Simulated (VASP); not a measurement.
ZrNi, 4 atoms in the cell. The structure is orthorhombic, space group Cmcm (No. 63). The conventional cell has a = 3.268 Å, b = 9.937 Å, c = 4.101 Å, α = 90.00°, β = 90.00°, γ = 90.00°. Zr (site symmetry m2m) has 7 Ni at 2.68 to 2.77 Å and 8 Zr at 3.27 to 3.44 Å within 3.5 Å. Within 3.5 Å of Ni (site symmetry m2m) lie 4 Ni at 2.62 to 3.27 Å and 7 Zr at 2.68 to 2.77 Å. 

```yaml
Program: VASP 6.6.1
Task: single point
Functional: LDA
Potentials_or_basis: VASP PAW LDA potentials, release 64 (Zr_sv, Ni)
Cutoff: 520 eV
k_mesh: 8 × 8 × 6
Occupations: fermi-dirac, width 0.08 eV
Spin: collinear spin, ferromagnetic start
Starting_moments: "[0.0, 0.0, 0.8, 0.8] μB"
Fixed_moment: 1.6 μB
Dipole_correction: no
Further_INCAR_settings: ALGO = Normal; EDIFF = 1e-06; NBANDS = 34
```

Potentials or basis: VASP PAW LDA potentials, release 64 (Zr_sv, Ni).

Run with:

```console
$ cat potpaw_LDA.64/Zr_sv/POTCAR potpaw_LDA.64/Ni/POTCAR > POTCAR
$ mpirun -np 1 vasp_std > vasp.out
```

Hardware: 1 thread of Intel Xeon 8259CL (shared host).

Problem. Estimate the wall time of this run.

Solution. It took 15 min on 1 thread of Intel Xeon 8259CL, with other jobs on the host, peak memory 0.4 GiB. Counts: scf iterations 16, k points 84.
